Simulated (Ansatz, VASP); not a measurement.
**BP in VASP and in Ansatz**

```
B P
1.0
     1.44524   -6.79664    0.00000
     1.44524    6.79664    0.00000
     0.00000    0.00000    2.90934
B P
2 2
Cartesian
  1.4452 -2.7667 0.7273
  1.4452 2.7667 2.1820
  1.4452 -4.7570 0.7273
  1.4452 4.7570 2.1820
```

Change from the starting cell: species swapped into the GdPd type (Cmcm, No. 63).

Alike in both runs: functional PBE; k mesh 16 × 16 × 16; occupations gaussian, width 0.1 eV; no spin polarisation.

Ansatz relaxed the structure, and its values are those at the end. VASP's run is a single point on that final structure, the one shown.

|  | VASP | Ansatz |
| --- | --- | --- |
| version | VASP 6.6.1 | Ansatz 0.2.0 |
| potentials or method | VASP PAW PBE potentials, release 64 (B, P), cutoff 520 eV | scalar-relativistic, plane waves, PAW |
| valence electrons in the cell | 16 | 16 |

|  | VASP | Ansatz | Ansatz less VASP |
| --- | --- | --- | --- |
| gap on the k mesh at the Fermi level (eV) | none | none | - |
| pressure (GPa) | -0.3 | 0.0 | +0.27 |
| rms of the force components (eV/Å) | 0.012 | 0.000 | -0.0116 |

A gap of «none» marks a metal or a gap that the smearing closes. With one functional, cell and mesh, what is left measures potentials, basis and numerics.
